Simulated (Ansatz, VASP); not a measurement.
## LiF: VASP beside Ansatz

File INCAR:

```
SYSTEM = LiF
ALGO = Normal
EDIFF = 1E-6
ENCUT = 520
GGA = CA
ISIF = 2
ISMEAR = 0
LASPH = .TRUE.
LCHARG = .FALSE.
LREAL = .FALSE.
LWAVE = .FALSE.
NBANDS = 18
NELM = 60
PREC = Accurate
SIGMA = 0.05
```

Contents of KPOINTS:

```
k-points
0
G
  9 9 6
  0 0 0
```

Contents of POSCAR:

```
LiF
1.0
    3.0140916337      0.0000000000      0.0000000000
   -1.5070458168      2.6102799241      0.0000000000
    0.0000000000      0.0000000000      4.7086139501
Li F
2 2
Direct
    0.3333333333      0.6666666667      0.3465456496
    0.6666666667      0.3333333333      0.8465456496
    0.3333333333      0.6666666667      0.9910195924
    0.6666666667      0.3333333333      0.4910195924
```

Input for Ansatz:

```yaml
crystal:
  lattice:
    - [3.0140916337, 0.0, 0.0]
    - [-1.5070458168, 2.6102799241, 0.0]
    - [0.0, 0.0, 4.7086139501]
  atoms:
    - { symbol: Li, position: [0.3333333333, 0.6666666667, 0.3465456496] }
    - { symbol: Li, position: [0.6666666667, 0.3333333333, 0.8465456496] }
    - { symbol: F, position: [0.3333333333, 0.6666666667, 0.9910195924] }
    - { symbol: F, position: [0.6666666667, 0.3333333333, 0.4910195924] }
basis:
  ecutwfc: 520.0
kpoints:
  mp_grid: { grid: [9, 9, 6] }
hamiltonian:
  xc: lda
scf:
  occupations: { method: gaussian, width: 0.05 }
output:
  forces: true
  stress: true
  eigenvalues: true
```

Alike in both runs: task single point; functional LDA; k mesh 9 × 9 × 6; occupations gaussian, width 0.05 eV; no spin polarisation.

|  | VASP | Ansatz |
| --- | --- | --- |
| version | VASP 6.6.1 | Ansatz 0.2.0 |
| potentials or method | VASP PAW LDA potentials, release 64 (Li_sv, F), cutoff 520 eV | scalar-relativistic, plane waves, PAW |
| valence electrons in the cell | 20 | 20 |

```tsv
	VASP	Ansatz	Ansatz less VASP
gap on the k mesh at the Fermi level (eV)	7.92	7.94	+0.016
least direct gap on the mesh (eV)	7.92	7.94	+0.016
rms of the force components (eV/Å)	0.550	0.540	-0.0097
```

LDA's correlation is that of Perdew and Zunger in VASP and of Perdew and Wang (1992) in Ansatz. Atom by atom the forces differ by 0.010 eV/Å (rms over components).

Noted on VASP's run: the cutoff is under 1.25 times that of the potentials, so the pressure is a little rough.
